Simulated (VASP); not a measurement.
Write the native input for VASP 6.6.1 that does the following.

* Task: single point
* Functional: PBE
* Potentials or basis: VASP PAW PBE potentials, release 64 (Ga_d, Sn_d, P)
* Cutoff: 520 eV
* k mesh: 18 × 18 × 6
* Occupations: gaussian, width 0.1 eV
* Spin: no spin polarisation
* Dipole correction: no
* Further INCAR settings: ALGO = Normal; EDIFF = 1e-07; NBANDS = 23

The structure of GaSnP lies in POSCAR:

```
GaSnP
1.0
    3.0087582907      0.0000000000      0.0000000000
   -1.5043791453      2.6056611136      0.0000000000
    0.0000000000      0.0000000000      8.1732403436
Ga Sn P
1 1 1
Direct
    0.0000000000      0.0000000000      0.1458638876
    0.0000000000      0.0000000000      0.5036612190
    0.0000000000      0.0000000000      0.8381703635
```

These files were run (other wordings do the same):

INCAR

```
SYSTEM = GaSnP
  PREC = Accurate
  ENCUT = 520
  EDIFF = 1E-7
  ISMEAR = 0
  SIGMA = 0.1
  LREAL = .False.
  LASPH = .True.
  NELM = 100
  ALGO = Normal
  ISIF = 2
  LWAVE = .False.
  LCHARG = .False.
  GGA = PE
  NBANDS = 23
```

KPOINTS

```
regular mesh
0
Gamma
  18 18 6
  0 0 0
```

Potentials or basis: VASP PAW PBE potentials, release 64 (Ga_d, Sn_d, P).

Run with:

```console
$ cat potpaw_PBE.64/Ga_d/POTCAR potpaw_PBE.64/Sn_d/POTCAR potpaw_PBE.64/P/POTCAR > POTCAR
$ mpirun -np 1 vasp_std > vasp.out
```

Results of the run:

The pressure is 0.0 GPa and the largest force is 0.008 eV/Å. The band gap on the k mesh is zero (band 16 reaches 10.79 eV, above the bottom of band 17 at 4.81 eV).

Caveat: spin-orbit coupling is left out, which moves the levels of the heavy elements.

Wall time 93 s on 1 thread of Intel(R) Xeon(R) 6975P-C (Granite Rapids), with other jobs on the host, peak memory 0.35 GiB.
